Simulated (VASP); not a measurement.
CaFe2As2, 5 atoms in the cell. The structure is tetragonal, space group I4/mmm (No. 139). Conventional cell: a = 3.992 Å, b = 3.992 Å, c = 10.471 Å, α = 90.00°, β = 90.00°, γ = 90.00°. Within 4.2 Å of Ca (site symmetry 4/mmm) lie 10 As at 3.17 to 3.78 Å and 8 Fe at 3.29 Å and 4 Ca at 3.99 Å. Within 3.1 Å of Fe (site symmetry -4m2) lie 4 As at 2.31 Å and 4 Fe at 2.82 Å. As (site symmetry 4mm) has 4 Fe at 2.31 Å and 1 As at 2.91 Å and 4 Ca at 3.17 Å within 3.2 Å. 

```yaml
Program: VASP 6.6.1
Task: relaxation of shape and atoms at fixed volume
Functional: PBEsol
Potentials_or_basis: VASP PAW PBE potentials, release 64 (Ca_sv, Fe, As)
Cutoff: 600 eV
k_mesh: 10 × 10 × 10
Occupations: gaussian, width 0.1 eV
Spin: no spin polarisation
Dipole_correction: no
Further_INCAR_settings: ALGO = Fast; EDIFF = 1e-06; IBRION = 2; EDIFFG = -0.01; NSW = 50; ISIF = 4
```

Potentials or basis: VASP PAW PBE potentials, release 64 (Ca_sv, Fe, As).

Run with:

```sh
$ cat potpaw_PBE.64/Ca_sv/POTCAR potpaw_PBE.64/Fe/POTCAR potpaw_PBE.64/As/POTCAR > POTCAR
$ mpirun -np 1 vasp_std > vasp.out
```

Hardware: 1 thread of Intel(R) Xeon(R) Platinum 8488C (Sapphire Rapids), with other jobs on the host.

Q: Estimate the wall time of this run.

A: Wall time 14 min on 1 thread of Intel(R) Xeon(R) Platinum 8488C (Sapphire Rapids), with other jobs on the host, peak memory 0.47 GiB. Counts: scf iterations 62, k points 102, ion steps 6.
